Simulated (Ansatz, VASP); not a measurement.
# ZnSe: VASP beside Ansatz

```xyz
4
Lattice="4.1077 0.0000 0.0000 0.0000 4.1077 0.0000 0.0000 0.0000 6.0704" Properties=species:S:1:pos:R:3 pbc="T T T"
Zn    0.0000    0.0000    0.0000
Zn    2.0539    2.0539    0.0000
Se    0.0000    2.0539    1.4950
Se    2.0539    0.0000    4.5753
```

Alike in both runs: task single point; functional PBEsol; k mesh 4 × 4 × 2; no spin polarisation.

|  | VASP | Ansatz |
| --- | --- | --- |
| version | VASP 6.6.1 | Ansatz 0.2.0 |
| potentials or method | VASP PAW PBE potentials, release 64 (Zn, Se), cutoff 500 eV | plane waves, PAW |
| occupations | gaussian, width 0.01 eV | fixed |
| valence electrons in the cell | 36 | 56 |

|  | VASP | Ansatz | Ansatz less VASP |
| --- | --- | --- | --- |
| gap on the k mesh at the Fermi level (eV) | 1.85 | 1.85 | +0.001 |

VASP's potentials were made for PBE, not for PBEsol. VASP's potentials hold 36 valence electrons a cell and Ansatz's 56, so a difference there can come from the potentials and not from the codes.

The k mesh is coarse, so the values compare programs but aren't converged.
